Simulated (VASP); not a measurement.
Input of a VASP 6.6.1 run:

INCAR

```
SYSTEM = RuBr2
  ALGO = Normal
  EDIFF = 1E-6
  ENCUT = 520
  GGA = PS
  ISIF = 2
  ISMEAR = 0
  LASPH = .True.
  LCHARG = .False.
  LREAL = .False.
  LWAVE = .False.
  NBANDS = 21
  NELM = 80
  PREC = Accurate
  SIGMA = 0.05
```

KPOINTS

```
k-points
0
Gamma
  10 10 6
  0 0 0
```

File POSCAR:

```
RuBr2
1.0
    3.7242458787      0.0000000000      0.0000000000
   -1.8621229394      3.2252915409      0.0000000000
    0.0000000000      0.0000000000      5.7995567870
Ru Br
1 2
Direct
    0.0000000000      0.0000000000      0.0000000000
    0.3333333333      0.6666666667      0.2214045506
    0.6666666667      0.3333333333      0.7785954494
```

Potentials or basis: VASP PAW PBE potentials, release 64 (Ru_pv, Br).

Run with:

```sh
$ cat potpaw_PBE.64/Ru_pv/POTCAR potpaw_PBE.64/Br/POTCAR > POTCAR
$ mpirun -np 1 vasp_std > vasp.out
```

(1) Estimate the largest force.

(2) Predict the pressure.

(3) Estimate the band gap on the k mesh.

## Answers

(1) 0.012 eV/Å.

(2) 0.1 GPa.

(3) 0.81 eV, indirect (least direct gap 0.87 eV).

Caveat: the PAW data sets were made with another functional, which shifts forces and pressure a little; this functional lacks dispersion, which binds the layers, so the pressure and a relaxed spacing across them are unreliable.
